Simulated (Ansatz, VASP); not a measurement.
**TaN in VASP and in Ansatz**

Contents of INCAR:

```
  PREC = Accurate
  ENCUT = 520
  EDIFF = 1E-8
  ISMEAR = -1
  SIGMA = 0.03
  LREAL = F
  LASPH = T
  NELM = 100
  ALGO = Normal
  ISIF = 2
  LWAVE = F
  LCHARG = F
  LEFG = T
  NBANDS = 33
```

The input KPOINTS:

```
regular mesh
0
Gamma
  5 5 8
```

Contents of POSCAR:

```
TaN
1.0
    5.2532307548      0.0000000000      0.0000000000
   -2.6266153774      4.5494312856      0.0000000000
    0.0000000000      0.0000000000      2.9462675463
Ta N
3 3
Direct
    0.0000000000      0.0000000000      0.0000000000
    0.3333333333      0.6666666667      0.5000000000
    0.6666666667      0.3333333333      0.5000000000
    0.5000000000      0.0000000000      0.0000000000
    0.5000000000      0.5000000000      0.0000000000
    0.0000000000      0.5000000000      0.0000000000
```

Input for Ansatz:

```yaml
crystal:
  lattice:
    - [5.2532307548, 0.0, 0.0]
    - [-2.6266153774, 4.5494312856, 0.0]
    - [0.0, 0.0, 2.9462675463]
  atoms:
    - { symbol: Ta, position: [0.0, 0.0, 0.0] }
    - { symbol: Ta, position: [0.3333333333, 0.6666666667, 0.5] }
    - { symbol: Ta, position: [0.6666666667, 0.3333333333, 0.5] }
    - { symbol: "N", position: [0.5, 0.0, 0.0] }
    - { symbol: "N", position: [0.5, 0.5, 0.0] }
    - { symbol: "N", position: [0.0, 0.5, 0.0] }
kpoints:
  mp_grid: { grid: [5, 5, 8] }
scf:
  occupations: { method: fermi_dirac, width: 0.03 }
hamiltonian:
  xc: lda
  pseudopotentials: { kind: paw }
output:
  forces: true
  stress: true
  eigenvalues: true
  efg: { contact_densities: true }
```

Change from the starting cell: volume scaled by 1.04, PAW files.

Alike in both runs: task electric field gradients; functional LDA; k mesh 5 × 5 × 8; occupations fermi-dirac, width 0.03 eV; no spin polarisation.

```csv
,VASP,Ansatz
version,VASP 6.6.1,Ansatz 0.2.0
potentials or method,"VASP PAW LDA potentials, release 64 (Ta_pv, N)","PAW with Ansatz's default frozen-core files, scalar-relativistic"
plane-wave cutoff (eV),520,420
valence electrons in the cell,48,54
```

VASP gave:

```
pressure (GPa)                                                : -14.7
traceless stress, the component that is largest in VASP (GPa) : -4.13
size of Vzz on the site where it differs most (V/Å²)          : 338.2
```

Task: Estimate Ansatz's values.

Result: Pressure (GPa): -16.2; traceless stress, the component that is largest in VASP (GPa): -4.46; size of Vzz on the site where it differs most (V/Å²): 454.3.

LDA's correlation is that of Perdew and Zunger in VASP and of Perdew and Wang (1992) in Ansatz. VASP's potentials hold 48 valence electrons a cell and Ansatz's 54, so a difference there can come from the potentials and not from the codes.

Spin-orbit coupling is off throughout.
